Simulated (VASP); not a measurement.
# Ge in VASP: further runs, part 2 of 3

VASP 6.6.1. Earlier steps stand in the parts before.

## 3. Single point, PBE (strained)

File INCAR:

```
SYSTEM = Ge
PREC = Accurate ; ENCUT = 520
EDIFF = 1E-7 ; ISMEAR = 0
SIGMA = 0.1 ; LREAL = .FALSE.
LASPH = .TRUE. ; NELM = 60
ALGO = Fast ; ISIF = 2
LWAVE = .FALSE. ; LCHARG = .TRUE.
GGA = PE ; LELF = .TRUE.
LVHAR = .TRUE. ; NBANDS = 21
```

File KPOINTS:

```
regular mesh
0
G
  16 16 16
  0 0 0
```

File POSCAR:

```
Ge
1.0
   -2.5793812495      2.5793812495      1.3791065376
    2.5793812495     -2.5793812495      1.3791065376
    2.5793812495      2.5793812495     -1.3791065376
Ge
2
Direct
    0.2500000000      0.7500000000      0.5000000000
    0.5000000000      0.5000000000      0.0000000000
```

Potentials or basis: VASP PAW PBE potentials, release 64 (Ge_d).

Launch:

```console
cat potpaw_PBE.64/Ge_d/POTCAR > POTCAR
mpirun -np 1 vasp_std > vasp.out
```

OUTCAR:

```text
SYSTEM = Ge
   PREC = Accurate
   ENCUT = 520
   EDIFF = 1E-7
   ISMEAR = 0
   LREAL = .FALSE.
   LASPH = .TRUE.
   NELM = 60
   ISIF = 2
   GGA = PE

 ion  position               nearest neighbor table
   1  0.250  0.750  0.500-   2 2.67   2 2.67   2 2.67   2 2.67
   2  0.500  0.500  0.000-   1 2.67   1 2.67   1 2.67   1 2.67

  LATTYP: Found a body centered tetragonal cell.
 ALAT       =     5.1587624990
 C/A-ratio  =     0.5346656443

  Lattice vectors:

 A1 = (  -2.5793812495,   2.5793812495,   1.3791065376)
 A2 = (   2.5793812495,  -2.5793812495,   1.3791065376)
 A3 = (   2.5793812495,   2.5793812495,  -1.3791065376)

Analysis of symmetry for initial positions (statically):
=====================================================================
 Subroutine PRICEL returns:
 Original cell was already a primitive cell.

 Routine SETGRP: Setting up the symmetry group for a
 body centered tetragonal supercell.

 Subroutine GETGRP returns: Found 16 space group operations
 (whereof  8 operations were pure point group operations)
 out of a pool of 16 trial point group operations.

The static configuration has the point symmetry D_2d.
 The point group associated with its full space group is D_4h.

Analysis of symmetry for dynamics (positions and initial velocities):
=====================================================================
 Subroutine PRICEL returns:
 Original cell was already a primitive cell.

 Routine SETGRP: Setting up the symmetry group for a
 body centered tetragonal supercell.

 Subroutine GETGRP returns: Found 16 space group operations
 (whereof  8 operations were pure point group operations)
 out of a pool of 16 trial point group operations.

The dynamic configuration has the point symmetry D_2d.
 The point group associated with its full space group is D_4h.

 Subroutine INISYM returns: Found 16 space group operations
 (whereof  8 operations are pure point group operations),
 and found     1 'primitive' translations

----------------------------------------------------------------------------------------

                                     Primitive cell

  volume of cell :      36.7019

  direct lattice vectors                    reciprocal lattice vectors
    -2.579381249  2.579381249  1.379106538     0.000000000  0.193844939  0.362553571
     2.579381249 -2.579381249  1.379106538     0.193844939  0.000000000  0.362553571
     2.579381249  2.579381249 -1.379106538     0.193844939  0.193844939  0.000000000

  length of vectors
     3.899788469  3.899788469  3.899788469     0.411121578  0.411121578  0.274138141

  position of ions in fractional coordinates (direct lattice)
     0.250000000  0.750000000  0.500000000
     0.500000000  0.500000000  0.000000000

  ion indices of the primitive-cell ions
   primitive index   ion index
                 1           1
                 2           2

----------------------------------------------------------------------------------------

 KPOINTS: regular mesh

Automatic generation of k-mesh.
 Grid dimensions read from file:
 generate k-points for:   16   16   16

 Generating k-lattice:

  Cartesian coordinates                     Fractional coordinates (reciprocal lattice)
     0.000000000  0.012115309  0.022659598     0.062500000  0.000000000  0.000000000
     0.012115309  0.000000000  0.022659598     0.000000000  0.062500000  0.000000000
     0.012115309  0.012115309  0.000000000     0.000000000  0.000000000  0.062500000

  Length of vectors
     0.025695099  0.025695099  0.017133634

  Shift w.r.t. Gamma in fractional coordinates (k-lattice)
     0.000000000  0.000000000  0.000000000

 Subroutine IBZKPT returns following result:
 ===========================================

 Found    349 irreducible k-points:

 Following reciprocal coordinates:
            Coordinates               Weight
  0.000000  0.000000  0.000000      1.000000
  0.062500 -0.000000  0.000000      8.000000
  0.125000 -0.000000  0.000000      8.000000
  0.187500  0.000000  0.000000      8.000000
  0.250000 -0.000000  0.000000      8.000000
  0.312500 -0.000000  0.000000      8.000000
[... 16 lines left out ...]
 -0.125000  0.062500 -0.000000     16.000000
 -0.062500  0.062500  0.000000      4.000000
 [... further k-points ...]
   k-points           NKPTS =    349   k-points in BZ     NKDIM =    349   number of bands    NBANDS=     21
   number of dos      NEDOS =    301   number of ions     NIONS =      2
   total plane-waves  NPLWV =  27000
   dimension x,y,z NGX =    30 NGY =   30 NGZ =   30
   dimension x,y,z NGXF=    60 NGYF=   60 NGZF=   60
   ions per type =               2
   NGX,Y,Z   is equivalent  to a cutoff of  12.79, 12.79, 12.79 a.u.
   NGXF,Y,Z  is equivalent  to a cutoff of  25.58, 25.58, 25.58 a.u.
 SYSTEM =  Ge
   PREC   = accura    normal or accurate (medium, high low for compatibility)
   ISTART =      0    job   : 0-new  1-cont  2-samecut
   ICHARG =      2    charge: 1-file 2-atom 10-const
   ISPIN  =      1    spin polarized calculation?
   LNONCOLLINEAR =      F non collinear calculations
   LSORBIT =      F    spin-orbit coupling
   LASPH  =      T    aspherical Exc in radial PAW
   ENCUT  =  520.0 eV  38.22 Ry    6.18 a.u.   7.25  7.25  7.25*2*pi/ulx,y,z
   NELM   =     60;   NELMIN=  2; NELMDL= -5     # of ELM steps
   EDIFF  = 0.1E-06   stopping-criterion for ELM
   LREAL  =      F    real-space projection
   EDIFFG = 0.1E-05   stopping-criterion for IOM
   NSW    =      0    number of steps for IOM
   IBRION =     -1    ionic relax: 0-MD 1-quasi-New 2-CG
   NFREE  =      0    steps in history (QN), initial steepest desc. (CG)
   ISIF   =      2    stress and relaxation
   ISYM   =      2    0-nonsym 1-usesym 2-fastsym
   POTIM  = 0.5000    time-step for ionic-motion
   TEBEG  =    0.0;   TEEND  =   0.0 temperature during run
   PSTRESS=    0.0 pullay stress
   NELECT =      28.0000    total number of electrons
   NUPDOWN=      -1.0000    fix difference up-down
   EMIN   =  10.00;   EMAX   =-10.00  energy-range for DOS
   EFERMI =   0.00;   METHOD = LEGACY
   ISMEAR =     0;   SIGMA  =   0.10  broadening in eV -4-tet -1-fermi 0-gaus
   EFERMI_NEDOS =   21; number of points for ismear=-14 and -15
   IALGO  =     68    algorithm
   IMIX   =      4    mixing-type and parameters
     AMIX     =   0.40;   BMIX     =  1.00
     AMIX_MAG =   1.60;   BMIX_MAG =  1.00
  volume/ion in A,a.u.               =      18.35       123.84
  Fermi-wavevector in a.u.,A,eV,Ry     =   1.495884  2.826811 30.445329  2.237669
  Thomas-Fermi vector in A             =   2.607971
   LORBIT       =      0    0 simple, 1 ext, 2 COOP (PROOUT), +10 PAW based schemes
   GGA     = PE    functional components
   LHFCALC =     F    Hartree Fock is set to
   AEXX    =    0.0000 exact exchange contribution
   IVDW    =     0    specifies the selected vdW correction
   LEPSILON=     F    determine dielectric tensor
   LRPA    =     F    only Hartree local field effects (RPA)
 non-spin polarized calculation
 RMM-DIIS sequential band-by-band and
 Gauss-broadening in eV      SIGMA  =   0.10
  energy-cutoff  :      520.00
  volume of cell :       36.70
 maximum number of plane-waves:      1021
 NGX is ok and might be reduce to    30
   NGX = 15   NGY = 15   NGZ = 15

 number of electron      28.0000024 magnetization

 Free energy of the ion-electron system (eV)
  ---------------------------------------------------
  ext. energy  EPLUGINS =         0.00000000
  ---------------------------------------------------
  free energy    TOTEN  =        -8.55335199 eV

  energy without entropy =       -8.54933546  energy(sigma->0) =       -8.55134373

 E-fermi :   6.8944     XC(G=0): -11.3670

 val. band max:        6.8927809154   @ k =  -0.1250   0.1250   0.1250
 cond. band min:       6.8972983067   @ k =  -0.2500   0.1250  -0.0000
 fundamental gap:      0.0045173913
 Fermi energy:         6.8943928015

 k-point     1 :       0.0000    0.0000    0.0000
  band No.  band energies     occupation
      1     -17.8601      2.00000
      2     -17.8257      2.00000
      3     -17.7935      2.00000
      4     -17.7845      2.00000
      5     -17.6730      2.00000
      6     -17.6730      2.00000
[... 550 lines left out ...]
      5     -17.6739      2.00000
      6     -17.6720      2.00000
[... 13 lines left out ...]
     20      18.6772      0.00000
     21      19.4536      0.00000

 [... further k-points ...]

------------------------ aborting loop because EDIFF is reached ----------------------------------------

  FORCE on cell =-STRESS in cart. coord.  units (eV):
  Direction    XX          YY          ZZ          XY          YZ          ZX
  --------------------------------------------------------------------------------------
  -------------------------------------------------------------------------------------
  Total        0.7519633      0.7519633      1.2824934      0.0000000      0.0000000      0.0000000
  in kB       32.8260279     32.8260279     55.9856633      0.0000000      0.0000000      0.0000000
  external PRESSURE =      40.5459063 kB  Pullay stress =       0.0000000 kB

 VOLUME and BASIS-vectors are now :
 -----------------------------------------------------------------------------
  energy-cutoff  :      520.00
  volume of cell :       36.70
      direct lattice vectors                 reciprocal lattice vectors
    -2.579381249  2.579381249  1.379106538     0.000000000  0.193844939  0.362553571
     2.579381249 -2.579381249  1.379106538     0.193844939  0.000000000  0.362553571
     2.579381249  2.579381249 -1.379106538     0.193844939  0.193844939  0.000000000

 POSITION                                       TOTAL-FORCE (eV/Angst)
 -----------------------------------------------------------------------------------
      2.57938      0.00000      0.68955         0.000000     -0.000000      0.000000
      0.00000      0.00000      1.37911        -0.000000      0.000000     -0.000000
 -----------------------------------------------------------------------------------
    total drift:                                0.000000     -0.000000      0.000000

  FREE ENERGIE OF THE ION-ELECTRON SYSTEM (eV)
  ---------------------------------------------------
  free  energy   TOTEN  =        -8.5533519909 eV

  energy  without entropy=       -8.5493354621  energy(sigma->0) =       -8.55134373
```

stdout:

```text
POSCAR found type information on POSCAR Ge
 POSCAR found :  1 types and       2 ions
 scaLAPACK will be used
 LDA part: xc-table for (Slater+PW92), standard interpolation
[... 28 lines left out ...]
 num prob WARNING in EDDRMM: call to ZHEGV failed, returncode =   8  4     20
WARNING in EDDRMM: call to ZHEGV failed, returncode =   8  4     21
WARNING in EDDRMM: call to ZHEGV failed, returncode =   8  4     20
WARNING in EDDRMM: call to ZHEGV failed, returncode =   8  4     19
```

Run time: 6.5 min. Hardware: 1 thread of Intel Xeon Platinum 8375C at 2.90GHz (Ice Lake), shared host; peak memory 0.33 GiB.

What came out:

- Free energy: -8.5534 eV
- Pressure: 4.1 GPa
- Band gap on the k mesh: zero (band 14 reaches 8.81 eV, above the bottom of band 15 at 3.59 eV)

Stress tensor (GPa, compression positive):
```
3.28 0.00 0.00
0.00 3.28 0.00
0.00 0.00 5.60
```

Levels at points of the mesh, in eV from the Fermi level:
| k point | band 10 | band 11 | band 12 | band 13 | band 14 | band 15 | band 16 | band 17 | band 18 | band 19 |
| --- | --- | --- | --- | --- | --- | --- | --- | --- | --- | --- |
| (0.00, 0.00, 0.00) | -24.44 | -13.38 | -4.21 | -2.43 | -2.43 | 3.22 | 7.53 | 7.53 | 8.51 | 8.75 |
| (0.50, 0.00, 0.00) | -24.48 | -7.93 | -6.35 | -2.62 | -2.08 | -1.27 | 2.52 | 3.60 | 5.54 | 8.77 |
| (0.50, 0.50, 0.00) | -24.52 | -10.65 | -10.65 | 0.53 | 0.53 | 1.81 | 1.81 | 7.92 | 7.92 | 11.78 |
| (0.50, 0.50, 0.50) | -24.56 | -8.98 | -8.98 | -5.98 | -5.98 | 6.57 | 6.57 | 10.93 | 10.93 | 15.55 |

Caveat: the cell differs from its parent crystal (strained).

(Continued in part 3 of 3.)
